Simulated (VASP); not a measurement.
# Sb in VASP: single point with PBE+D3(BJ)

Aim: the single point of Sb with PBE+D3(BJ).

Program: VASP 6.6.1. These are calculated values, not measurements. Logs are shortened: lines on timing, memory, paths and dates and some standing lists are left out, and cuts for length are marked.

## 1. The cell of the first run

The cell holds a sheet with vacuum, 2 atoms: a = 4.069 Å, b = 4.069 Å, c = 27.100 Å, α = 90.00°, β = 90.00°, γ = 120.00°.

## 2. Single point, PBE+D3(BJ)

INCAR reads:

```
SYSTEM = Sb
PREC = Accurate
ENCUT = 400
EDIFF = 1E-6
ISMEAR = 0
SIGMA = 0.03
LREAL = .False.
LASPH = .True.
NELM = 120
ALGO = Normal
ISIF = 2
LWAVE = .False.
LCHARG = .False.
LDIPOL = .True.
IDIPOL = 3
DIPOL = 0.5 0.5 0.289
GGA = PE
IVDW = 12
NBANDS = 12
GGA_COMPAT = .False.
NELMDL = -8
```

KPOINTS reads:

```
regular mesh
0
Gamma
  12 12 1
  0 0 0
```

POSCAR reads:

```
Sb
1.0
    4.0685005418      0.0000000000      0.0000000000
   -2.0342502709      3.5234248245      0.0000000000
    0.0000000000      0.0000000000     27.1000000030
Sb
2
Direct
    0.3333333333      0.6666666667      0.2583030261
    0.6666666667      0.3333333333      0.3191877488
```

Potentials or basis: VASP PAW PBE potentials, release 64 (Sb).

Started as:

```bash
$ cat potpaw_PBE.64/Sb/POTCAR > POTCAR
$ mpirun -np 1 vasp_std > vasp.out
```

OUTCAR:

```text
SYSTEM = Sb
   PREC = Accurate
   ENCUT = 400
   EDIFF = 1E-6
   ISMEAR = 0
   LREAL = .False.
   LASPH = .True.
   NELM = 120
   ISIF = 2
   GGA = PE
   IVDW = 12
   NELMDL = -8
 IVDW          = 12

 ion  position               nearest neighbor table
   1  0.333  0.667  0.258-   2 2.87   2 2.87   2 2.87
   2  0.667  0.333  0.319-   1 2.87   1 2.87   1 2.87

  LATTYP: Found a hexagonal cell.
 ALAT       =     4.0685005418
 C/A-ratio  =     6.6609306610

  Lattice vectors:

 A1 = (   4.0685005418,   0.0000000000,   0.0000000000)
 A2 = (  -2.0342502709,   3.5234248245,   0.0000000000)
 A3 = (   0.0000000000,   0.0000000000,  27.1000000030)

Analysis of symmetry for initial positions (statically):
=====================================================================
 Subroutine PRICEL returns:
 Original cell was already a primitive cell.

 Routine SETGRP: Setting up the symmetry group for a
 hexagonal supercell.

 Subroutine GETGRP returns: Found 12 space group operations
 (whereof  6 operations were pure point group operations)
 out of a pool of 24 trial point group operations.

The static configuration has the point symmetry C_3v.
 The point group associated with its full space group is D_3d.

Analysis of symmetry for dynamics (positions and initial velocities):
=====================================================================
 Subroutine PRICEL returns:
 Original cell was already a primitive cell.

 Routine SETGRP: Setting up the symmetry group for a
 hexagonal supercell.

 Subroutine GETGRP returns: Found 12 space group operations
 (whereof  6 operations were pure point group operations)
 out of a pool of 24 trial point group operations.

The dynamic configuration has the point symmetry C_3v.
 The point group associated with its full space group is D_3d.

 Subroutine INISYM returns: Found 12 space group operations
 (whereof  6 operations are pure point group operations),
 and found     1 'primitive' translations

----------------------------------------------------------------------------------------

                                     Primitive cell

  volume of cell :     388.4800

  direct lattice vectors                    reciprocal lattice vectors
     4.068500542  0.000000000  0.000000000     0.245790799  0.141907384  0.000000000
    -2.034250271  3.523424825  0.000000000     0.000000000  0.283814768  0.000000000
     0.000000000  0.000000000 27.100000003     0.000000000  0.000000000  0.036900369

  length of vectors
     4.068500542  4.068500542 27.100000003     0.283814768  0.283814768  0.036900369

[... 91 lines left out ...]
   IALGO  =     38    algorithm
   IMIX   =      4    mixing-type and parameters
     AMIX     =   0.40;   BMIX     =  1.00
     AMIX_MAG =   1.60;   BMIX_MAG =  1.00
  volume/ion in A,a.u.               =     194.24      1310.80
  Fermi-wavevector in a.u.,A,eV,Ry     =   0.483376  0.913449  3.179036  0.233653
  Thomas-Fermi vector in A             =   1.482506
   LORBIT       =      0    0 simple, 1 ext, 2 COOP (PROOUT), +10 PAW based schemes
   GGA     = PE    functional components
   LHFCALC =     F    Hartree Fock is set to
   AEXX    =    0.0000 exact exchange contribution
   IVDW    =    12    specifies the selected vdW correction
   LEPSILON=     F    determine dielectric tensor
   LRPA    =     F    only Hartree local field effects (RPA)
 non-spin polarized calculation
 Gauss-broadening in eV      SIGMA  =   0.03
  energy-cutoff  :      400.00
  volume of cell :      388.48
 maximum number of plane-waves:      7125
 NGX is ok and might be reduce to    28
   NGX = 13   NGY = 13   NGZ = 89

 dipolmoment           0.000000      0.000000      0.000001 electrons x Angstroem

 number of electron      10.0000000 magnetization

 dipolmoment           0.000000      0.000000     -0.000000 electrons x Angstroem

 Free energy of the ion-electron system (eV)
  ---------------------------------------------------
  ext. energy  EPLUGINS =         0.00000000
  ---------------------------------------------------
  free energy    TOTEN  =        -8.10045046 eV

  energy without entropy =       -8.10045046  energy(sigma->0) =       -8.10045046

 E-fermi :  -2.8347     XC(G=0):  -2.0127

 val. band max:       -2.9640682605   @ k =   0.0000   0.0000   0.0000
 cond. band min:      -1.7763538872   @ k =   0.3333  -0.0000   0.0000
 fundamental gap:      1.1877143734
 Fermi energy:        -2.8347499251

 k-point     1 :       0.0000    0.0000    0.0000
  band No.  band energies     occupation
      1     -14.4602      2.00000
      2      -9.3911      2.00000
      3      -3.7289      2.00000
      4      -2.9641      2.00000
      5      -2.9641      2.00000
      6      -1.3269      0.00000
      7      -0.1653      0.00000
      8      -0.1653      0.00000
      9       1.2221      0.00000
     10       1.4941      0.00000
     11       1.9360      0.00000
     12       2.2248      0.00000
[... 256 lines left out ...]
 k-point    19 :       0.3333    0.3333    0.0000
  band No.  band energies     occupation
      1     -11.5503      2.00000
      2     -11.5503      2.00000
      3      -6.6487      2.00000
      4      -4.8763      2.00000
      5      -4.8763      2.00000
      6      -1.6079      0.00000
      7       0.5577      0.00000
      8       0.5577      0.00000
      9       3.5643      0.00000
     10       4.3581      0.00000
     11       4.3581      0.00000
     12       4.8152      0.00000

------------------------ aborting loop because EDIFF is reached ----------------------------------------

 vacuum level on the upper side and lower side of the slab       (xc-potential included)        -0.007        -0.007

 Edisp (eV)   -0.47323

 E8    (eV) :    -0.2355

  FORCE on cell =-STRESS in cart. coord.  units (eV):
  Direction    XX          YY          ZZ          XY          YZ          ZX
  --------------------------------------------------------------------------------------
  -------------------------------------------------------------------------------------
  Total       0.02145     0.02145     0.14379     0.00000     0.00000     0.00000
  in kB       0.08848     0.08848     0.59302     0.00000     0.00000     0.00000
  external pressure =        0.26 kB  Pullay stress =        0.00 kB

 VOLUME and BASIS-vectors are now :
 -----------------------------------------------------------------------------
  energy-cutoff  :      400.00
  volume of cell :      388.48
      direct lattice vectors                 reciprocal lattice vectors
     4.068500542  0.000000000  0.000000000     0.245790799  0.141907384  0.000000000
    -2.034250271  3.523424825  0.000000000     0.000000000  0.283814768  0.000000000
     0.000000000  0.000000000 27.100000003     0.000000000  0.000000000  0.036900369

 POSITION                                       TOTAL-FORCE (eV/Angst)
 -----------------------------------------------------------------------------------
     -0.00000      2.34895      7.00001        -0.000000     -0.000000     -0.090767
      2.03425      1.17447      8.64999         0.000000      0.000000      0.090767
 -----------------------------------------------------------------------------------
    total drift:                                0.000000     -0.000000     -0.000003

  FREE ENERGIE OF THE ION-ELECTRON SYSTEM (eV)
  ---------------------------------------------------
  free  energy   TOTEN  =        -8.5736823943 eV

  energy  without entropy=       -8.5736823943  energy(sigma->0) =       -8.57368239

 vacuum level on the upper side and lower side of the slab         1.763         1.763
```

Wall time 53 s (1 thread of Intel Xeon 6975P-C (Granite Rapids), shared host); peak memory 0.36 GiB.

Results:

```
Free energy                : -8.5737 eV
Largest force              : 0.091 eV/Å
Band gap on the k mesh     : 1.19 eV, indirect (least direct gap 1.64 eV)
Dispersion energy per atom : -0.237 eV
```

Forces on the atoms (eV/Å):
```
Sb   0.000  0.000 -0.091
Sb   0.000  0.000  0.091
```

Caveat: spin-orbit coupling is left out, which moves the levels of the heavy elements.
